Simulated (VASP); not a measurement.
Set up this calculation in VASP 6.6.1, as the native input.

```
Task                   : single point
Functional             : PBE
Potentials or basis    : VASP PAW PBE potentials, release 64 (Sc_sv, B, Pd)
Cutoff                 : 520 eV
k mesh                 : 6 × 6 × 6
Occupations            : methfessel-paxton, width 0.05 eV
Spin                   : no spin polarisation
Dipole correction      : no
Further INCAR settings : ALGO = Normal; EDIFF = 1e-07; NBANDS = 30
```

The structure of ScBPd3 lies in POSCAR:

```
ScBPd3
1.0
    4.2349570000      0.0000000000      0.0000000000
    0.0000000000      4.2349570000      0.0000000000
    0.0000000000      0.0000000000      4.2349570000
Sc B Pd
1 1 3
Direct
    0.0000000000      0.0000000000      0.0000000000
    0.5000000000      0.5000000000      0.5000000000
    0.0000000000      0.5000000000      0.5000000000
    0.5000000000      0.5000000000      0.0000000000
    0.5000000000      0.0000000000      0.5000000000
```

These files were run (other wordings do the same):

INCAR

```
SYSTEM = ScBPd3
PREC = Accurate ; ENCUT = 520
EDIFF = 1E-7 ; ISMEAR = 1
SIGMA = 0.05 ; LREAL = .False.
LASPH = .True. ; NELM = 80
ALGO = Normal ; ISIF = 2
LWAVE = .False. ; LCHARG = .False.
GGA = PE ; NBANDS = 30
```

KPOINTS

```
regular mesh
0
Gamma
  6 6 6
  0 0 0
```

Potentials or basis: VASP PAW PBE potentials, release 64 (Sc_sv, B, Pd).

Launch:

```bash
$ cat potpaw_PBE.64/Sc_sv/POTCAR potpaw_PBE.64/B/POTCAR potpaw_PBE.64/Pd/POTCAR > POTCAR
$ mpirun -np 1 vasp_std > vasp.out
```

It gave:

```
Pressure               : -0.8 GPa
Band gap on the k mesh : zero (band 22 reaches 8.41 eV, above the bottom of band 23 at 6.65 eV)
```

Wall time 36 s on 1 thread of Intel Xeon 6975P-C, with other jobs on the host, peak memory 0.2 GiB.
